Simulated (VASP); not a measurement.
Input of a VASP 6.6.1 run:

The input INCAR:

```
SYSTEM = CoO
  ALGO = Normal
  EDIFF = 1E-6
  ENCUT = 520
  GGA = PE
  ISIF = 2
  ISMEAR = 0
  ISPIN = 2
  LASPH = .TRUE.
  LCHARG = .FALSE.
  LDAU = .TRUE.
  LDAUJ = 0 0
  LDAUL = 2 -1
  LDAUPRINT = 1
  LDAUTYPE = 2
  LDAUU = 3.32 0
  LMAXMIX = 4
  LORBIT = 11
  LREAL = .FALSE.
  LWAVE = .FALSE.
  MAGMOM = 3 0
  NBANDS = 18
  NELM = 150
  PREC = Accurate
  SIGMA = 0.02
```

Contents of KPOINTS:

```
k-points
0
G
  14 14 14
  0 0 0
```

Contents of POSCAR:

```
CoO
1.0
    0.0000000000      2.2879098318      2.2879098318
    2.2879098318      0.0000000000      2.2879098318
    2.2879098318      2.2879098318      0.0000000000
Co O
1 1
Direct
    0.0000000000      0.0000000000      0.0000000000
    0.2500000000      0.2500000000      0.2500000000
```

Potentials or basis: VASP PAW PBE potentials, release 64 (Co, O).

Command:

```bash
$ cat potpaw_PBE.64/Co/POTCAR potpaw_PBE.64/O/POTCAR > POTCAR
$ mpirun -np 1 vasp_std > vasp.out
```

(1) Estimate the site moments.

(2) What does it give for the net moment?

(3) Estimate the pressure.

Results:

(1) Co +2.70; O +0.19 μB.

(2) 3.00 μB per cell.

(3) 3.7 GPa.

Caveat: the cell stands under pressure; a cell with one magnetic atom can't hold antiferromagnetic order, which such compounds often take.
